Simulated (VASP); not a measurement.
Input of a VASP 6.6.1 run:

The input INCAR:

```
  PREC = Accurate
  ENCUT = 520
  EDIFF = 1E-8
  ISMEAR = -1
  SIGMA = 0.1
  LREAL = False
  LASPH = True
  NELM = 80
  ALGO = Normal
  ISIF = 2
  LWAVE = False
  LCHARG = False
  GGA = PE
  IVDW = 12
  IBRION = 6
  NFREE = 2
  POTIM = 0.015
  NSW = 1
```

File KPOINTS:

```
regular mesh
0
Gamma
  8 8 8
```

The input POSCAR:

```
NbP
1.0
   -1.6749232544      1.6749232544      5.7401081759
    1.6749232544     -1.6749232544      5.7401081759
    1.6749232544      1.6749232544     -5.7401081759
Nb P
2 2
Direct
    0.2498808000      0.7498808000      0.5000000000
    0.4998808000      0.4998808000      0.0000000000
    0.8327477700      0.3327477700      0.5000000000
    0.0827477700      0.0827477700      0.0000000000
```

Potentials or basis: VASP PAW PBE potentials, release 64 (Nb_sv, P).

Launch:

```bash
$ cat potpaw_PBE.64/Nb_sv/POTCAR potpaw_PBE.64/P/POTCAR > POTCAR
$ mpirun -np 1 vasp_std > vasp.out
```

**Question.** What does it give for the highest phonon frequency at Γ?

**Answer.** 377 cm⁻¹.

**Question.** Predict the dispersion energy per atom.

**Answer.** -0.618 eV.

Phonon frequencies in cm⁻¹ (negative: imaginary):
```csv
q point,frequencies
"(0.000, 0.000, 0.000)",0 0 0 179 179 242 316 316 349 349 362 377
```

Caveat: the cell stands under pressure or tension, which shifts response properties.
